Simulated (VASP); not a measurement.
Here is a VASP 6.6.1 calculation.

INCAR

```
SYSTEM = LaS
PREC = Accurate ; ENCUT = 520
EDIFF = 1E-6 ; ISMEAR = 1
SIGMA = 0.01 ; LREAL = .FALSE.
LASPH = .TRUE. ; NELM = 60
ALGO = Normal ; ISIF = 2
LWAVE = .FALSE. ; LCHARG = .TRUE.
LELF = .TRUE. ; LVHAR = .TRUE.
NBANDS = 16
```

The input KPOINTS:

```
Automatic mesh
0
G
  7 7 7
  0 0 0
```

The input POSCAR:

```
LaS
1.0
    0.0000000000      2.8874410966      2.8874410966
    2.8874410966      0.0000000000      2.8874410966
    2.8874410966      2.8874410966      0.0000000000
La S
1 1
Direct
    0.0000000000      0.0000000000      0.0000000000
    0.5000000000      0.5000000000      0.5000000000
```

Potentials or basis: VASP PAW LDA potentials, release 64 (La, S).

The run is started by

```console
$ cat potpaw_LDA.64/La/POTCAR potpaw_LDA.64/S/POTCAR > POTCAR
$ mpirun -np 1 vasp_std > vasp.out
```

Q: Estimate the pressure.

A: -0.4 GPa.
